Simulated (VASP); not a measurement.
A run of VASP 6.6.1 is set up as follows.

INCAR

```
SYSTEM = AlN
ALGO = Normal
EDIFF = 1E-7
EDIFFG = -0.025
ENCUT = 600
GGA = PE
IBRION = 2
ISIF = 3
ISMEAR = 0
LASPH = .TRUE.
LCHARG = .FALSE.
LREAL = .FALSE.
LWAVE = .FALSE.
NELM = 100
NSW = 80
PREC = Accurate
SIGMA = 0.1
```

KPOINTS

```
k-points
0
G
  6 6 2
  0 0 0
```

POSCAR

```
AlN
1.0
    2.6127333831      0.0136265726      0.0421654297
    0.0136265726      2.7056151295     -0.0464831168
    0.1567137466     -0.1727610378      9.9559386901
Al N
2 2
Direct
    0.5180870777      0.5454978377      0.2325547137
    0.5614108617      0.5088587829      0.7562088232
   -0.0721800421     -0.0145243335      0.2595298943
   -0.0073178973     -0.0398322871      0.7517065688
```

Potentials or basis: VASP PAW PBE potentials, release 64 (Al, N).

Launch:

```bash
$ cat potpaw_PBE.64/Al/POTCAR potpaw_PBE.64/N/POTCAR > POTCAR
$ mpirun -np 1 vasp_std > vasp.out
```

Problem. Predict the space group after relaxing (to 0.1 Å).

Solution. C2/m (No. 12).

Problem. What does it give for the relaxed volume?

Solution. 17.83 Å³/atom.

Problem. Predict the relaxed cell.

Solution. a = 2.691 Å, b = 2.691 Å, c = 9.863 Å, α = 91.61°, β = 87.34°, γ = 89.99°.

Forces on the atoms (eV/Å):
```
Al  -0.004 -0.003  0.008
Al  -0.002 -0.004  0.007
N    0.002  0.005 -0.004
N    0.004  0.003 -0.011
```
